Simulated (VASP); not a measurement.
Runs of VASP 6.6.1 on Sn. The structure is that of space group Im-3m (No. 229), or close to it. The cells are those of the table. 

```tsv
cell	k mesh	cutoff (eV)	smearing	gap on the mesh (eV)	pressure (GPa)
a = 3.276 Å, angles 109.5°, 1 atom	22 × 22 × 22	520	gaussian 0.15 eV	none	(a)
a = 3.282 Å, angles 109.5°, 1 atom	6 × 6 × 6	550	gaussian 0.1 eV	none	-0.4
a = 3.276 Å, angles 109.5°, 1 atom	16 × 16 × 16	520	gaussian 0.1 eV	none	0.0
a = 3.276 Å, angles 109.5°, 1 atom	12 × 12 × 12	520	gaussian 0.15 eV	none	-0.4
```

Alike in all rows: task single point; level r2SCAN; potentials or basis VASP PAW PBE potentials, release 64 (Sn_d); no spin polarisation.

Question: Fill in the values left out.

Answer: (a) -0.3.

Caveats: some runs use coarse meshes; the PAW data sets were made with another functional, which shifts forces and pressure a little; spin-orbit coupling is left out, which moves the levels of the heavy elements.

A k mesh can miss the band edges, and the runs leave out spin-orbit coupling on Sn.

A gap of «none» marks levels without a gap at the run's occupations.
